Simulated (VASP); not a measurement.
# Hf5S3 (P-6m2) in VASP: further runs, part 2 of 3

VASP 6.6.1. The steps go on from the part before.

### Step 3. Single point, PBE

INCAR

```
PREC = Accurate
ENCUT = 520
EDIFF = 1E-6
ISMEAR = 0
SIGMA = 0.2
LREAL = F
LASPH = T
NELM = 80
ALGO = Normal
ISIF = 2
LWAVE = F
LCHARG = T
GGA = PE
LELF = T
LVHAR = T
NBANDS = 44
```

KPOINTS

```
regular mesh
0
Gamma
  5 5 1
```

POSCAR

```
Hf5S3
1.0
    3.3595467623      0.0000000000      0.0000000000
   -1.6797733812      2.9094528414      0.0000000000
    0.0000000000      0.0000000000     15.4818745904
Hf S
5 3
Direct
    0.0000000000      0.0000000000      0.2285170040
    0.0000000000      0.0000000000      0.7714829960
    0.0000000000      0.0000000000      0.0000000000
    0.3333333333      0.6666666667      0.3854502223
    0.3333333333      0.6666666667      0.6145497777
    0.3333333333      0.6666666667      0.1119556010
    0.3333333333      0.6666666667      0.8880443990
    0.6666666667      0.3333333333      0.5000000000
```

Potentials or basis: VASP PAW PBE potentials, release 64 (Hf_pv, S).

Run with:

```bash
$ cat potpaw_PBE.64/Hf_pv/POTCAR potpaw_PBE.64/S/POTCAR > POTCAR
$ mpirun -np 1 vasp_std > vasp.out
```

OUTCAR:

```text
PREC = Accurate
   ENCUT = 520
   EDIFF = 1E-6
   ISMEAR = 0
   LREAL = F
   LASPH = T
   NELM = 80
   ISIF = 2
   GGA = PE

 ion  position               nearest neighbor table
   1  0.000  0.000  0.229-   6 2.65   6 2.65   6 2.65   4 3.11   4 3.11   4 3.11   3 3.54
   2  0.000  0.000  0.771-   7 2.65   7 2.65   7 2.65   5 3.11   5 3.11   5 3.11   3 3.54
   3  0.000  0.000  0.000-   6 2.60   7 2.60   6 2.60   7 2.60   6 2.60   7 2.60   1 3.54   2 3.54

   4  0.333  0.667  0.385-   8 2.63   8 2.63   8 2.63   1 3.11   1 3.11   1 3.11   5 3.55
   5  0.333  0.667  0.615-   8 2.63   8 2.63   8 2.63   2 3.11   2 3.11   2 3.11   4 3.55
   6  0.333  0.667  0.112-   3 2.60   3 2.60   3 2.60   1 2.65   1 2.65   1 2.65
   7  0.333  0.667  0.888-   3 2.60   3 2.60   3 2.60   2 2.65   2 2.65   2 2.65
   8  0.667  0.333  0.500-   4 2.63   5 2.63   4 2.63   5 2.63   4 2.63   5 2.63

  LATTYP: Found a hexagonal cell.
 ALAT       =     3.3595467623
 C/A-ratio  =     4.6083223976

  Lattice vectors:

 A1 = (   3.3595467623,   0.0000000000,   0.0000000000)
 A2 = (  -1.6797733812,   2.9094528414,   0.0000000000)
 A3 = (   0.0000000000,   0.0000000000,  15.4818745904)

Analysis of symmetry for initial positions (statically):
=====================================================================
 Subroutine PRICEL returns:
 Original cell was already a primitive cell.

 Routine SETGRP: Setting up the symmetry group for a
 hexagonal supercell.

 Subroutine GETGRP returns: Found 12 space group operations
 (whereof 12 operations were pure point group operations)
 out of a pool of 24 trial point group operations.

The static configuration has the point symmetry D_3h.

Analysis of symmetry for dynamics (positions and initial velocities):
=====================================================================
 Subroutine PRICEL returns:
 Original cell was already a primitive cell.

 Routine SETGRP: Setting up the symmetry group for a
 hexagonal supercell.

 Subroutine GETGRP returns: Found 12 space group operations
 (whereof 12 operations were pure point group operations)
 out of a pool of 24 trial point group operations.

The dynamic configuration has the point symmetry D_3h.

 Subroutine INISYM returns: Found 12 space group operations
 (whereof 12 operations are pure point group operations),
 and found     1 'primitive' translations

----------------------------------------------------------------------------------------

                                     Primitive cell

  volume of cell :     151.3267

  direct lattice vectors                    reciprocal lattice vectors
     3.359546762  0.000000000  0.000000000     0.297659200  0.171853619  0.000000000
    -1.679773381  2.909452841  0.000000000     0.000000000  0.343707238  0.000000000
     0.000000000  0.000000000 15.481874590     0.000000000  0.000000000  0.064591661

  length of vectors
     3.359546762  3.359546762 15.481874590     0.343707238  0.343707238  0.064591661

  position of ions in fractional coordinates (direct lattice)
     0.000000000  0.000000000  0.228517004
     0.000000000  0.000000000  0.771482996
     0.000000000  0.000000000  0.000000000
     0.333333333  0.666666667  0.385450222
     0.333333333  0.666666667  0.614549778
     0.333333333  0.666666667  0.111955601
[... 44 lines left out ...]
  0.400000 -0.000000  0.000000      6.000000
  0.200000  0.200000  0.000000      6.000000
  0.400000  0.200000  0.000000      6.000000
   k-points           NKPTS =      5   k-points in BZ     NKDIM =      5   number of bands    NBANDS=     44
   number of dos      NEDOS =    301   number of ions     NIONS =      8
   total plane-waves  NPLWV =  94080
   dimension x,y,z NGX =    28 NGY =   28 NGZ =  120
   dimension x,y,z NGXF=    56 NGYF=   56 NGZF=  240
   ions per type =               5   3
   NGX,Y,Z   is equivalent  to a cutoff of  13.86, 13.86, 12.89 a.u.
   NGXF,Y,Z  is equivalent  to a cutoff of  27.71, 27.71, 25.77 a.u.
 SYSTEM =  unknown system
   PREC   = accura    normal or accurate (medium, high low for compatibility)
   ISTART =      0    job   : 0-new  1-cont  2-samecut
   ICHARG =      2    charge: 1-file 2-atom 10-const
   ISPIN  =      1    spin polarized calculation?
   LNONCOLLINEAR =      F non collinear calculations
   LSORBIT =      F    spin-orbit coupling
   LASPH  =      T    aspherical Exc in radial PAW
   ENCUT  =  520.0 eV  38.22 Ry    6.18 a.u.   6.25  6.25 28.79*2*pi/ulx,y,z
   NELM   =     80;   NELMIN=  2; NELMDL= -5     # of ELM steps
   EDIFF  = 0.1E-05   stopping-criterion for ELM
   LREAL  =      F    real-space projection
   EDIFFG = 0.1E-04   stopping-criterion for IOM
   NSW    =      0    number of steps for IOM
   IBRION =     -1    ionic relax: 0-MD 1-quasi-New 2-CG
   NFREE  =      0    steps in history (QN), initial steepest desc. (CG)
   ISIF   =      2    stress and relaxation
   ISYM   =      2    0-nonsym 1-usesym 2-fastsym
   POTIM  = 0.5000    time-step for ionic-motion
   TEBEG  =    0.0;   TEEND  =   0.0 temperature during run
   PSTRESS=    0.0 pullay stress
   NELECT =      68.0000    total number of electrons
   NUPDOWN=      -1.0000    fix difference up-down
   EMIN   =  10.00;   EMAX   =-10.00  energy-range for DOS
   EFERMI =   0.00;   METHOD = LEGACY
   ISMEAR =     0;   SIGMA  =   0.20  broadening in eV -4-tet -1-fermi 0-gaus
   EFERMI_NEDOS =   21; number of points for ismear=-14 and -15
   IALGO  =     38    algorithm
   IMIX   =      4    mixing-type and parameters
     AMIX     =   0.40;   BMIX     =  1.00
     AMIX_MAG =   1.60;   BMIX_MAG =  1.00
  volume/ion in A,a.u.               =      18.92       127.65
  Fermi-wavevector in a.u.,A,eV,Ry     =   1.253928  2.369580 21.392924  1.572336
  Thomas-Fermi vector in A             =   2.387757
   LORBIT       =      0    0 simple, 1 ext, 2 COOP (PROOUT), +10 PAW based schemes
   GGA     = PE    functional components
   LHFCALC =     F    Hartree Fock is set to
   AEXX    =    0.0000 exact exchange contribution
   IVDW    =     0    specifies the selected vdW correction
   LEPSILON=     F    determine dielectric tensor
   LRPA    =     F    only Hartree local field effects (RPA)
 non-spin polarized calculation
 Gauss-broadening in eV      SIGMA  =   0.20
  energy-cutoff  :      520.00
  volume of cell :      151.33
 maximum number of plane-waves:      4113
 NGX is ok and might be reduce to    28
   NGX = 13   NGY = 13   NGZ = 57

 number of electron      67.9999998 magnetization

 Free energy of the ion-electron system (eV)
  ---------------------------------------------------
  ext. energy  EPLUGINS =         0.00000000
  ---------------------------------------------------
  free energy    TOTEN  =       -70.92613140 eV

  energy without entropy =      -70.82367852  energy(sigma->0) =      -70.87490496

 E-fermi :   6.5808     XC(G=0): -11.3904

 val. band max:        6.5588244537   @ k =   0.2000   0.2000   0.0000
 cond. band min:       6.7483879037   @ k =   0.2000  -0.0000   0.0000
 fundamental gap:      0.1895634500
 Fermi energy:         6.5807603730

 k-point     1 :       0.0000    0.0000    0.0000
  band No.  band energies     occupation
      1     -24.6556      2.00000
      2     -24.6447      2.00000
      3     -24.5459      2.00000
      4     -24.2048      2.00000
      5     -24.2048      2.00000
      6     -24.2007      2.00000
[... 224 lines left out ...]
     43      10.1768      0.00000
     44      10.6585      0.00000

------------------------ aborting loop because EDIFF is reached ----------------------------------------

  FORCE on cell =-STRESS in cart. coord.  units (eV):
  Direction    XX          YY          ZZ          XY          YZ          ZX
  --------------------------------------------------------------------------------------
  -------------------------------------------------------------------------------------
  Total       -0.5712025     -0.5712025     -0.6749887      0.0000000     -0.0000000      0.0000000
  in kB       -6.0476292     -6.0476292     -7.1464694      0.0000000     -0.0000000      0.0000000
  external PRESSURE =      -6.4139093 kB  Pullay stress =       0.0000000 kB

 VOLUME and BASIS-vectors are now :
 -----------------------------------------------------------------------------
  energy-cutoff  :      520.00
  volume of cell :      151.33
      direct lattice vectors                 reciprocal lattice vectors
     3.359546762  0.000000000  0.000000000     0.297659200  0.171853619  0.000000000
    -1.679773381  2.909452841  0.000000000     0.000000000  0.343707238  0.000000000
     0.000000000  0.000000000 15.481874590     0.000000000  0.000000000  0.064591661

 POSITION                                       TOTAL-FORCE (eV/Angst)
 -----------------------------------------------------------------------------------
      0.00000      0.00000      3.53787        -0.000000      0.000000     -0.008225
      0.00000      0.00000     11.94400        -0.000000      0.000000      0.008225
      0.00000      0.00000      0.00000        -0.000000      0.000000      0.000000
     -0.00000      1.93964      5.96749         0.000000     -0.000000      0.041239
     -0.00000      1.93964      9.51438         0.000000      0.000000     -0.041239
     -0.00000      1.93964      1.73328        -0.000000      0.000000      0.023330
     -0.00000      1.93964     13.74859        -0.000000      0.000000     -0.023330
      1.67977      0.96982      7.74094         0.000000      0.000000      0.000000
 -----------------------------------------------------------------------------------
    total drift:                                0.000000     -0.000000     -0.000000

  FREE ENERGIE OF THE ION-ELECTRON SYSTEM (eV)
  ---------------------------------------------------
  free  energy   TOTEN  =       -70.9261313980 eV

  energy  without entropy=      -70.8236785165  energy(sigma->0) =      -70.87490496
```

Wall time 43 s (1 thread of Intel Xeon Platinum 8488C (Sapphire Rapids), shared host); peak memory 0.29 GiB.

What came out:

- Free energy: -70.9261 eV
- Pressure: -0.6 GPa
- Largest force: 0.041 eV/Å
- Band gap on the k mesh: zero (bands 34 and 35 overlap by 0.56 eV)

Forces in eV/Å, atoms in the order of the input:
```
Hf   0.000  0.000 -0.008
Hf   0.000  0.000  0.008
Hf   0.000  0.000  0.000
Hf   0.000  0.000  0.041
Hf   0.000  0.000 -0.041
S    0.000  0.000  0.023
S    0.000  0.000 -0.023
S    0.000  0.000  0.000
```

Stress tensor (GPa, compression positive):
```
-0.60  0.00  0.00
 0.00 -0.60  0.00
 0.00  0.00 -0.71
```

Levels at points of the mesh, in eV from the Fermi level:
```tsv
k point	band 32	band 33	band 34	band 35	band 36	band 37
(0.00, 0.00, 0.00)	-0.44	0.54	0.54	0.59	0.59	0.84
```

Caveat: the k points lie up to 0.43 Å⁻¹ apart, too coarse for converged energies and pressures of a metal; spin-orbit coupling is left out, which moves the levels of the heavy elements.

### Step 4. Relaxation of cell and atoms, PBE

This run uses another cell than the first one, of 20.01 Å³/atom.

INCAR

```
SYSTEM = Hf5S3
  PREC = Accurate
  ENCUT = 600
  EDIFF = 1E-7
  ISMEAR = 0
  SIGMA = 0.2
  LREAL = .FALSE.
  LASPH = .TRUE.
  NELM = 100
  ALGO = Normal
  ISIF = 3
  LWAVE = .FALSE.
  LCHARG = .FALSE.
  GGA = PE
  IBRION = 2
  NSW = 36
  EDIFFG = -0.08
```

KPOINTS

```
Automatic mesh
0
G
  5 5 1
  0 0 0
```

POSCAR

```
Hf5S3
1.0
    3.4200000000      0.0000000000      0.0000000000
   -1.7100000000      2.9618068800      0.0000000000
    0.0000000000      0.0000000000     15.8000000000
Hf S
5 3
Direct
    0.0000000000      0.0000000000      0.2150000000
    0.0000000000      0.0000000000      0.7850000000
    0.0000000000      0.0000000000      0.0000000000
    0.3333333300      0.6666666700      0.3920000000
    0.3333333300      0.6666666700      0.6080000000
    0.3333333300      0.6666666700      0.1080000000
    0.3333333300      0.6666666700      0.8920000000
    0.6666666700      0.3333333300      0.5000000000
```

Run with:

```bash
$ cat potpaw_PBE.64/Hf_pv/POTCAR potpaw_PBE.64/S/POTCAR > POTCAR
$ mpirun -np 1 vasp_std > vasp.out
```

It took 6.6 min on 1 thread of Intel Xeon Platinum 8488C (Sapphire Rapids), shared host; peak memory 0.32 GiB.

Results (log left out):

```yaml
Free_energy: -70.9293 eV
Relaxed_volume: 18.81 Å³/atom
Relaxed_cell: a = 3.351 Å, b = 3.351 Å, c = 15.479 Å, α = 90.00°, β = 90.00°, γ = 120.00°
Space_group_after_relaxing_to_0.1_Å: P-6m2 (No. 187)
Energy_gained_by_relaxing: 82.2 meV/atom
Ionic_steps: 11
Pressure_after_relaxing: 0.1 GPa
Largest_force_after_relaxing: 0.075 eV/Å
Band_gap_on_the_k_mesh: zero (bands 34 and 35 overlap by 0.56 eV)
```

Forces on the atoms (eV/Å):
```
Hf   0.000  0.000  0.075
Hf   0.000  0.000 -0.075
Hf   0.000  0.000  0.000
Hf   0.000  0.000  0.022
Hf   0.000  0.000 -0.022
S    0.000  0.000 -0.043
S    0.000  0.000  0.043
S    0.000  0.000  0.000
```

Stress tensor (GPa, compression positive):
```
 0.21  0.00  0.00
 0.00  0.21  0.00
 0.00  0.00 -0.17
```

Step by step:
```tsv
step	energy change (eV)	largest force (eV/Å)	pressure (GPa)	volume (Å³)
1	0.0000	1.5926	-5.66	160.04
2	-0.2847	1.2206	7.63	144.23
3	-0.3469	1.3835	3.16	148.65
4	-0.5942	0.5764	1.30	149.46
5	-0.6051	0.6391	1.02	149.68
6	-0.6375	0.2275	-1.36	152.29
7	-0.6377	0.2524	-1.22	152.12
8	-0.6498	0.1579	0.50	150.21
9	-0.6507	0.1423	0.13	150.61
10	-0.6555	0.1117	0.10	150.56
11	-0.6576	0.0748	0.08	150.49
```

Final structure:
```
Hf S
1.0
     3.35061    0.00000    0.00000
    -1.67530    2.90171    0.00000
     0.00000    0.00000   15.47859
Hf S
5 3
Direct
  0.00000 0.00000 0.22807
  0.00000 0.00000 0.77193
  0.00000 0.00000 0.00000
  0.33333 0.66667 0.38545
  0.33333 0.66667 0.61455
  0.33333 0.66667 0.11224
  0.33333 0.66667 0.88776
  0.66667 0.33333 0.50000
```

Levels at points of the mesh, in eV from the Fermi level:
```
           k point  band 30  band 31  band 32  band 33  band 34  band 35  band 36  band 37  band 38  band 39
(0.00, 0.00, 0.00)    -2.03    -0.71    -0.47     0.54     0.54     0.60     0.60     0.86     0.86     1.45
```

Caveat: the k points lie up to 0.43 Å⁻¹ apart in the final cell, too coarse for converged energies and pressures of a metal; spin-orbit coupling is left out, which moves the levels of the heavy elements; the relaxation stopped at a loose force limit of 0.08 eV/Å, so its end isn't a converged minimum.

### Step 5. Single point, PBE

INCAR

```
SYSTEM = Hf5S3
  PREC = Accurate
  ENCUT = 520
  EDIFF = 1E-6
  ISMEAR = 0
  SIGMA = 0.1
  LREAL = .False.
  LASPH = .True.
  NELM = 80
  ALGO = Normal
  ISIF = 2
  LWAVE = .False.
  LCHARG = .False.
  GGA = PE
  NBANDS = 44
```

KPOINTS

```
Automatic mesh
0
Gamma
  12 12 2
  0 0 0
```

POSCAR

```
Hf5S3
1.0
    3.3551609397      0.0000000000      0.0000000000
   -1.6775804699      2.9056546076      0.0000000000
    0.0000000000      0.0000000000     15.5111307609
Hf S
5 3
Direct
    0.0000000000      0.0000000000      0.2291139619
    0.0000000000      0.0000000000      0.7708860381
    0.0000000000      0.0000000000      0.0000000000
    0.3333333333      0.6666666667      0.3859018048
    0.3333333333      0.6666666667      0.6140981952
    0.3333333333      0.6666666667      0.1122541378
    0.3333333333      0.6666666667      0.8877458622
    0.6666666667      0.3333333333      0.5000000000
```

Run with:

```bash
$ cat potpaw_PBE.64/Hf_pv/POTCAR potpaw_PBE.64/S/POTCAR > POTCAR
$ mpirun -np 1 vasp_std > vasp.out
```

Wall time 4.8 min (1 thread of Intel Xeon Platinum 8488C (Sapphire Rapids), shared host); peak memory 0.4 GiB.

The run converged. Its results:

| Item | Value |
| --- | --- |
| Free energy | -70.9150 eV |
| Pressure | -0.6 GPa |
| Largest force | 0.021 eV/Å |
| Band gap on the k mesh | zero (bands 34 and 35 overlap by 0.71 eV) |

Forces in eV/Å, atoms in the order of the input:
```
Hf   0.000  0.000 -0.020
Hf   0.000  0.000  0.020
Hf   0.000  0.000  0.000
Hf   0.000  0.000  0.021
Hf   0.000  0.000 -0.021
S    0.000  0.000 -0.004
S    0.000  0.000  0.004
S    0.000  0.000  0.000
```

Stress tensor (GPa, compression positive):
```
-0.61  0.00  0.00
 0.00 -0.61  0.00
 0.00  0.00 -0.71
```

Levels at points of the mesh, in eV from the Fermi level:
```
           k point  band 31  band 32  band 33  band 34  band 35  band 36  band 37  band 38
(0.00, 0.00, 0.00)    -0.79    -0.53     0.46     0.46     0.54     0.54     0.77     0.77
(0.50, 0.00, 0.00)    -1.81    -1.54    -1.24    -1.15     0.17     0.76     1.06     2.08
(0.00, 0.00, 0.50)    -1.37     0.39     0.41     0.41     0.43     0.65     0.65     0.67
(0.50, 0.00, 0.50)    -1.70    -1.53    -1.41    -0.89     0.04     0.84     1.25     1.58
```

Caveat: spin-orbit coupling is left out, which moves the levels of the heavy elements.

(Part 2 of 3 ends here.)

The gap in the log of VASP goes by the Fermi energy; the results here count the filled bands.